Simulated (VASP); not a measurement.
# LiCl: single point with PBE

LiCl:

```
CELL_PARAMETERS angstrom
3.50920 0.00000 0.00000
-1.75460 3.03905 0.00000
0.00000 0.00000 11.64867
ATOMIC_POSITIONS crystal
Li 0.33333 0.66667 0.87672
Li 0.66667 0.33333 0.12328
Li 0.66667 0.33333 0.37672
Li 0.33333 0.66667 0.62328
Cl 0.66667 0.33333 0.75000
Cl 0.00000 0.00000 0.00000
Cl 0.33333 0.66667 0.25000
Cl 0.00000 0.00000 0.50000
```

This cell differs from its parent crystal: volume scaled by 0.91, then relaxed in part.

```json
{
  "Program": "VASP 6.6.1",
  "Task": "single point",
  "Functional": "PBE",
  "Potentials or basis": "VASP PAW PBE potentials, release 64 (Li_sv, Cl)",
  "Cutoff": "520 eV",
  "k mesh": "6 × 6 × 2",
  "Occupations": "gaussian, width 0.02 eV",
  "Spin": "no spin polarisation"
}
```

```
Largest force          : 0.009 eV/Å
Band gap on the k mesh : 6.79 eV, direct
```

Forces on the atoms (eV/Å):
```
Li   0.000  0.000 -0.009
Li   0.000  0.000  0.009
Li   0.000  0.000 -0.009
Li   0.000  0.000  0.009
Cl   0.000  0.000  0.000
Cl   0.000  0.000  0.000
Cl   0.000  0.000  0.000
Cl   0.000  0.000  0.000
```

Levels at points of the mesh, in eV from the valence-band top:
```tsv
k point	band 18	band 19	band 20	band 21	band 22	band 23
(0.00, 0.00, 0.00)	-0.08	0.00	0.00	6.79	6.84	7.48
(0.50, 0.00, 0.00)	-0.76	-0.53	-0.33	6.88	7.62	8.14
(0.00, 0.00, 0.50)	-0.03	-0.03	-0.03	7.05	7.05	7.26
(0.50, 0.00, 0.50)	-0.82	-0.48	-0.48	7.38	7.38	8.24
```

Wall time 25 s on 1 thread of Intel(R) Xeon(R) 6975P-C (Granite Rapids), with other jobs on the host, peak memory 0.24 GiB.

 A k mesh can miss the band edges.
